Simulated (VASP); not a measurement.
**SrCl2: single point with PBEsol**

The system is SrCl2.

```
Sr Cl
1.0
     0.00000    3.45532    3.45532
     3.45532    0.00000    3.45532
     3.45532    3.45532    0.00000
Sr Cl
1 2
Direct
  0.00000 0.00000 0.00000
  0.25000 0.25000 0.25000
  0.75000 0.75000 0.75000
```

| Quantity | Value |
| --- | --- |
| Program | VASP 6.6.1 |
| Task | single point |
| Functional | PBEsol |
| Potentials or basis | VASP PAW PBE potentials, release 64 (Sr_sv, Cl) |
| Cutoff | 520 eV |
| k mesh | 6 × 6 × 6 |
| Occupations | gaussian, width 0.01 eV |
| Spin | no spin polarisation |
| Dipole correction | no |
| Further INCAR settings | ALGO = Normal; EDIFF = 1e-07; NBANDS = 19 |

```json
{
 "Pressure": "0.1 GPa",
 "Band gap on the k mesh": "5.24 eV (least direct gap 5.34 eV)"
}
```

Levels at points of the mesh, in eV from the valence-band top:
```tsv
k point	band 10	band 11	band 12	band 13	band 14	band 15
(0.00, 0.00, 0.00)	-0.36	-0.36	-0.36	5.24	5.96	5.96
(0.50, 0.00, 0.00)	-1.40	-1.11	-1.11	6.63	6.63	7.51
(0.50, 0.50, 0.00)	-0.44	-0.44	0.00	5.34	7.00	7.58
```

It took 12 s on 1 thread of Intel(R) Xeon(R) 6975P-C (Granite Rapids), with other jobs on the host, peak memory 0.2 GiB.

Caveat: the PAW data sets were made with another functional, which shifts forces and pressure a little. A k mesh can miss the band edges.
